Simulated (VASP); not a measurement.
Write the native input for VASP 6.6.1 that does the following.

| Property | Result |
| --- | --- |
| Task | relaxation of cell and atoms |
| Functional | PBE |
| Potentials or basis | VASP PAW PBE potentials, release 64 (Cr_pv, Cu, Ni) |
| Cutoff | 600 eV |
| k mesh | 4 × 4 × 4 |
| Occupations | gaussian, width 0.1 eV |
| Spin | collinear spin, ferromagnetic start |
| Starting moments | [3.81, 0.0, 0.0, 0.0, 0.36] μB |
| Dipole correction | no |
| Further INCAR settings | ALGO = Fast; EDIFF = 1e-06; IBRION = 2; EDIFFG = -0.04; NSW = 90; ISIF = 3 |

The structure of CrCu3Ni lies in POSCAR:

```
CrCu3Ni
1.0
    3.8411307188      0.0000000000      0.0000000000
    0.0000000000      3.8411307188      0.0000000000
    0.0000000000      0.0000000000      3.8411307188
Cr Cu Ni
1 3 1
Direct
    0.0000000000      0.0000000000      0.0000000000
    0.0000000000      0.5000000000      0.5000000000
    0.5000000000      0.0000000000      0.5000000000
    0.5000000000      0.5000000000      0.0000000000
    0.5000000000      0.5000000000      0.5000000000
```

These files were run (other wordings do the same):

INCAR

```
ALGO = Fast ; EDIFF = 1E-6
EDIFFG = -0.04 ; ENCUT = 600
GGA = PE ; IBRION = 2
ISIF = 3 ; ISMEAR = 0
ISPIN = 2 ; LASPH = T
LCHARG = F ; LMAXMIX = 4
LORBIT = 11 ; LREAL = F
LWAVE = F ; MAGMOM = 3.81 0 0 0 0.36
NELM = 150 ; NSW = 90
PREC = Accurate ; SIGMA = 0.1
```

KPOINTS

```
k-points
0
Gamma
  4 4 4
```

Potentials or basis: VASP PAW PBE potentials, release 64 (Cr_pv, Cu, Ni).

Run with:

```console
$ cat potpaw_PBE.64/Cr_pv/POTCAR potpaw_PBE.64/Cu/POTCAR potpaw_PBE.64/Ni/POTCAR > POTCAR
$ mpirun -np 1 vasp_std > vasp.out
```

Results of the run:

```json
{
 "Relaxed volume": "16.54 Å³/atom",
 "Relaxed cell": "a = 4.357 Å, b = 4.357 Å, c = 4.357 Å, α = 90.00°, β = 90.00°, γ = 90.00°",
 "Space group after relaxing (to 0.1 Å)": "Pm-3m (No. 221)",
 "Pressure after relaxing": "0.0 GPa",
 "Net moment": "4.86 μB per cell",
 "Site moments": "Cr +3.90; Cu +0.03; Ni +0.39 μB",
 "Valence electrons inside the program's atomic spheres": "Cr 10.32; Cu 9.94; Ni 9.60"
}
```

Caveat: the k points lie up to 0.36 Å⁻¹ apart in the final cell; the volume moved by over 15 % at a fixed basis, so the end points are rough.

It took 13 min on 1 thread of Oxide Virtual Turin-like Processor (shared host), peak memory 0.2 GiB.
